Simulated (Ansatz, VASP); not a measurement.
BP in VASP and in Ansatz

File INCAR:

```
ALGO = Normal
EDIFF = 1E-6
ENCUT = 500
GGA = PE
GGA_COMPAT = False
ISIF = 2
ISMEAR = 0
LASPH = True
LCHARG = True
LELF = True
LREAL = False
LVHAR = True
LWAVE = False
NBANDS = 11
NELM = 120
PREC = Accurate
SIGMA = 0.028000000000000004
```

File KPOINTS:

```
k-points
0
Gamma
  10 10 10
```

Contents of POSCAR:

```
BP
1.0
    0.0000000000      2.2690000000      2.2690000000
    2.2690000000      0.0000000000      2.2690000000
    2.2690000000      2.2690000000      0.0000000000
P B
1 1
Direct
    0.7500000000      0.7500000000      0.7500000000
    0.0000000000      0.0000000000      0.0000000000
```

Contents of input.yaml:

```yaml
crystal:
  lattice:
    - [0.0, 2.269, 2.269]
    - [2.269, 0.0, 2.269]
    - [2.269, 2.269, 0.0]
  atoms:
    - { symbol: P, position: [0.75, 0.75, 0.75] }
    - { symbol: B, position: [0.0, 0.0, 0.0] }
hamiltonian:
  xc: pbe
  pseudopotentials: { kind: paw }
kpoints:
  mp_grid: { grid: [10, 10, 10] }
scf:
  occupations: { method: gaussian, width: 0.028 }
output:
  forces: true
  stress: true
  eigenvalues: true
  write_density: true
  write_potential: true
  elf: true
  volumetric_format: npy
```

Alike in both runs: task single point; functional PBE; k mesh 10 × 10 × 10; occupations gaussian, width 0.028 eV; no spin polarisation.

|  | VASP | Ansatz |
| --- | --- | --- |
| version | VASP 6.6.1 | Ansatz 0.2.0 |
| potentials or method | VASP PAW PBE potentials, release 64 (P, B) | Ansatz PAW |
| plane-wave cutoff (eV) | 500 | 420 |
| valence electrons in the cell | 8 | 8 |

VASP gave:

* gap on the k mesh at the Fermi level (eV): 1.24
* least direct gap on the mesh (eV): 3.40
* pressure (GPa): 0.9

Which values does Ansatz return?

gap on the k mesh at the Fermi level (eV): 1.24; least direct gap on the mesh (eV): 3.40; pressure (GPa): 1.1.
